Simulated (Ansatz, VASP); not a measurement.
Zn4S: VASP beside Ansatz

```xyz
5
Lattice="4.7094 0.0000 0.0000 0.0000 4.7094 0.0000 0.0000 0.0000 4.7094" Properties=species:S:1:pos:R:3 pbc="T T T"
Zn    2.3547    2.3547    2.3547
Zn    0.0000    2.3547    2.3547
Zn    2.3547    0.0000    2.3547
Zn    2.3547    2.3547    0.0000
S     0.0000    0.0000    0.0000
```

Change from the starting cell: species swapped into the Mn4N type (Pm-3m, No. 221).

Alike in both runs: functional PBE; k mesh 4 × 4 × 4; occupations gaussian, width 0.1 eV; no spin polarisation.

Ansatz relaxed the structure, and its values are those at the end. VASP's run is a single point on that final structure, the one shown.

|  | VASP | Ansatz |
| --- | --- | --- |
| version | VASP 6.6.1 | Ansatz 0.2.0 |
| potentials or method | VASP PAW PBE potentials, release 64 (Zn, S), cutoff 520 eV | scalar-relativistic, plane waves, PAW |
| valence electrons in the cell | 54 | 54 |

Ansatz gave:

```
gap on the k mesh at the Fermi level (eV) : none
pressure (GPa)                            : 0.1
```

Problem. Estimate VASP's values.

Solution. gap on the k mesh at the Fermi level (eV): none; pressure (GPa): 0.3.

A gap of «none» marks a metal or a gap that the smearing closes. The functional is the same, so the differences come from potentials, cutoffs and numerics.
